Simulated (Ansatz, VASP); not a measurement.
One calculation of GaP, two programs

INCAR

```
PREC     = Accurate       # precision mode
ENCUT    = 500            # plane-wave cutoff, eV
EDIFF    = 1E-6           # SCF threshold, eV
ISMEAR   = 0              # smearing method
SIGMA    = 0.01           # smearing width, eV
LREAL    = F              # projectors in reciprocal space
LASPH    = T              # aspherical terms in the spheres
NELM     = 120            # most SCF steps
ALGO     = Normal         # electronic algorithm
ISIF     = 2              # what is computed and relaxed
LWAVE    = F              # write WAVECAR
LCHARG   = F              # write CHGCAR
GGA      = PE             # functional
NBANDS   = 86             # bands
GGA_COMPAT= F
```

Contents of KPOINTS:

```
Automatic mesh
0
Gamma
  2 2 2
```

POSCAR

```
GaP
1.0
    0.0000000000      5.5051169544     -5.5051169544
    5.5051169544      5.5051169544      0.0000000000
    5.5051169544      0.0000000000     -5.5051169544
Ga P
8 8
Direct
    0.0000000000      0.0000000000      0.5000000000
    0.0000000000      0.5000000000      0.5000000000
    0.5000000000      0.0000000000      0.5000000000
    0.5000000000      0.5000000000      0.5000000000
    0.0000000000      0.0000000000      1.0000000000
    0.0000000000      0.5000000000      1.0000000000
    0.5000000000      0.0000000000      1.0000000000
    0.5000000000      0.5000000000      1.0000000000
    0.1250000000      0.1250000000      0.1250000000
    0.1250000000      0.6250000000      0.1250000000
    0.6250000000      0.1250000000      0.1250000000
    0.6250000000      0.6250000000      0.1250000000
    0.1250000000      0.1250000000      0.6250000000
    0.1250000000      0.6250000000      0.6250000000
    0.6250000000      0.1250000000      0.6250000000
    0.6250000000      0.6250000000      0.6250000000
```

Input for Ansatz:

```yaml
crystal:
  lattice:
    - [0.0, 5.5051169544, -5.5051169544]
    - [5.5051169544, 5.5051169544, 0.0]
    - [5.5051169544, 0.0, -5.5051169544]
  atoms:
    - { symbol: Ga, position: [0.0, 0.0, 0.5] }
    - { symbol: Ga, position: [0.0, 0.5, 0.5] }
    - { symbol: Ga, position: [0.5, 0.0, 0.5] }
    - { symbol: Ga, position: [0.5, 0.5, 0.5] }
    - { symbol: Ga, position: [0.0, 0.0, 1.0] }
    - { symbol: Ga, position: [0.0, 0.5, 1.0] }
    - { symbol: Ga, position: [0.5, 0.0, 1.0] }
    - { symbol: Ga, position: [0.5, 0.5, 1.0] }
    - { symbol: P, position: [0.125, 0.125, 0.125] }
    - { symbol: P, position: [0.125, 0.625, 0.125] }
    - { symbol: P, position: [0.625, 0.125, 0.125] }
    - { symbol: P, position: [0.625, 0.625, 0.125] }
    - { symbol: P, position: [0.125, 0.125, 0.625] }
    - { symbol: P, position: [0.125, 0.625, 0.625] }
    - { symbol: P, position: [0.625, 0.125, 0.625] }
    - { symbol: P, position: [0.625, 0.625, 0.625] }
basis:
  ecutwfc: 420
  xc_grid: 2
kpoints:
  mp_grid: { grid: [2, 2, 2], shift: [0.0, 0.0, 0.0] }
hamiltonian:
  xc: pbe
scf:
  occupations: { method: gaussian, width: 0.01 }
output:
  forces: true
  stress: true
  eigenvalues: true
```

Alike in both runs: task single point; functional PBE; k mesh 2 × 2 × 2; occupations gaussian, width 0.01 eV; no spin polarisation.

|  | VASP | Ansatz |
| --- | --- | --- |
| version | VASP 6.6.1 | Ansatz 0.2.0 |
| potentials or method | VASP PAW PBE potentials, release 64 (Ga_d, P), cutoff 500 eV | scalar-relativistic, plane waves, PAW |
| valence electrons in the cell | 144 | 144 |

|  | VASP | Ansatz | Ansatz less VASP |
| --- | --- | --- | --- |
| gap on the k mesh at the Fermi level (eV) | 1.56 | 1.57 | +0.002 |
| least direct gap on the mesh (eV) | 1.56 | 1.57 | +0.002 |
| pressure (GPa) | 0.4 | 0.4 | +0.03 |

The k mesh is coarse, so the values compare programs but aren't converged.
